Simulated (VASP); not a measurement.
Set up this calculation in VASP 6.6.1, as the native input.

```yaml
Task: single point
Functional: r2SCAN
Potentials_or_basis: VASP PAW PBE potentials, release 64 (Na_pv, Cl)
Cutoff: 520 eV
k_mesh: 6 × 6 × 6
Occupations: gaussian, width 0.05 eV
Spin: no spin polarisation
Dipole_correction: no
Further_INCAR_settings: ALGO = Normal; EDIFF = 1e-06; NBANDS = 14
```

NaCl:

```
CELL_PARAMETERS angstrom
0.00000 2.84057 2.84057
2.84057 0.00000 2.84057
2.84057 2.84057 0.00000
ATOMIC_POSITIONS crystal
Na 0.00000 0.00000 0.00000
Cl 0.50000 0.50000 0.50000
```

This cell differs from its parent crystal: volume scaled by 1.040.

One way to write it, as run:

POSCAR

```
NaCl
1.0
    0.0000000000      2.8405717629      2.8405717629
    2.8405717629      0.0000000000      2.8405717629
    2.8405717629      2.8405717629      0.0000000000
Na Cl
1 1
Direct
    0.0000000000      0.0000000000      0.0000000000
    0.5000000000      0.5000000000      0.5000000000
```

INCAR.step1

```
SYSTEM = NaCl
ALGO = Normal ; EDIFF = 1E-4
ENCUT = 520 ; GGA = PE
ISMEAR = 0 ; LASPH = .True.
LCHARG = .False. ; LREAL = .False.
LWAVE = .True. ; NBANDS = 14
NELM = 60 ; PREC = Accurate
SIGMA = 0.05
```

INCAR.step2

```
SYSTEM = NaCl
ALGO = Normal ; EDIFF = 1E-6
ENCUT = 520 ; ISIF = 2
ISMEAR = 0 ; ISTART = 1
LASPH = .True. ; LCHARG = .False.
LMIXTAU = .True. ; LREAL = .False.
LWAVE = .False. ; METAGGA = R2SCAN
NBANDS = 14 ; NELM = 60
PREC = Accurate ; SIGMA = 0.05
```

KPOINTS

```
k-points
0
Gamma
  6 6 6
  0 0 0
```

Potentials or basis: VASP PAW PBE potentials, release 64 (Na_pv, Cl).

Launch:

```console
$ cat potpaw_PBE.64/Na_pv/POTCAR potpaw_PBE.64/Cl/POTCAR > POTCAR
$ cp INCAR.step1 INCAR
$ mpirun -np 1 vasp_std > vasp.out
$ cp INCAR.step2 INCAR
$ mpirun -np 1 vasp_std > vasp.out
```

Results of the run:

```json
{"Pressure": "-1.2 GPa", "Band gap on the k mesh": "5.83 eV, direct"}
```

Caveat: the PAW data sets were made with another functional, which shifts forces and pressure a little.

It took 20 s on 1 thread of Intel(R) Xeon(R) 6975P-C (Granite Rapids) (shared host), peak memory 0.16 GiB.
